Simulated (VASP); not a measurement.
**InGaBi2: single point with PBE**

The system is InGaBi2.

```
CELL_PARAMETERS angstrom
4.71371 0.00000 0.00000
0.00000 4.71371 0.00000
0.00000 0.00000 6.63633
ATOMIC_POSITIONS crystal
Ga 0.00000 0.00000 0.00000
Bi 0.00000 0.50000 0.23375
Bi 0.50000 0.00000 0.76625
In 0.50000 0.50000 0.50000
```

```yaml
Program: VASP 6.6.1
Task: single point
Functional: PBE
Potentials_or_basis: VASP PAW PBE potentials, release 64 (Ga_d, Bi_d, In_d)
Cutoff: 520 eV
k_mesh: 6 × 6 × 4
Occupations: fermi-dirac, width 0.02 eV
Spin: no spin polarisation
```

```yaml
Pressure: 0.0 GPa
Band_gap_on_the_k_mesh: zero (bands 28 and 29 overlap by 0.51 eV)
```

Levels at points of the mesh, in eV from the Fermi level:
| k point | band 24 | band 25 | band 26 | band 27 | band 28 | band 29 | band 30 | band 31 | band 32 | band 33 |
| --- | --- | --- | --- | --- | --- | --- | --- | --- | --- | --- |
| (0.00, 0.00, 0.00) | -2.08 | -2.08 | -2.05 | 0.04 | 0.11 | 0.11 | 1.15 | 1.25 | 2.87 | 2.87 |
| (0.50, 0.00, 0.00) | -4.93 | -2.60 | -2.37 | -1.14 | -0.73 | 1.10 | 1.83 | 4.00 | 4.20 | 4.31 |
| (0.50, 0.50, 0.00) | -5.54 | -2.09 | -2.02 | -2.02 | -1.92 | 1.03 | 1.23 | 1.23 | 1.33 | 7.30 |
| (0.00, 0.00, 0.50) | -4.19 | -1.50 | -1.50 | -1.03 | -1.03 | 1.12 | 1.44 | 1.99 | 2.25 | 4.93 |
| (0.50, 0.00, 0.50) | -5.42 | -1.11 | -0.85 | -0.84 | -0.67 | -0.40 | -0.06 | 3.59 | 3.74 | 3.80 |
| (0.50, 0.50, 0.50) | -5.40 | -2.67 | -2.55 | -2.42 | -2.42 | 3.16 | 3.25 | 3.45 | 3.45 | 4.21 |

Wall time 2.3 min on 1 thread of Intel(R) Xeon(R) Platinum 8488C (Sapphire Rapids), on a shared host, peak memory 0.32 GiB.

Caveat: spin-orbit coupling is left out, which moves the levels of the heavy elements.
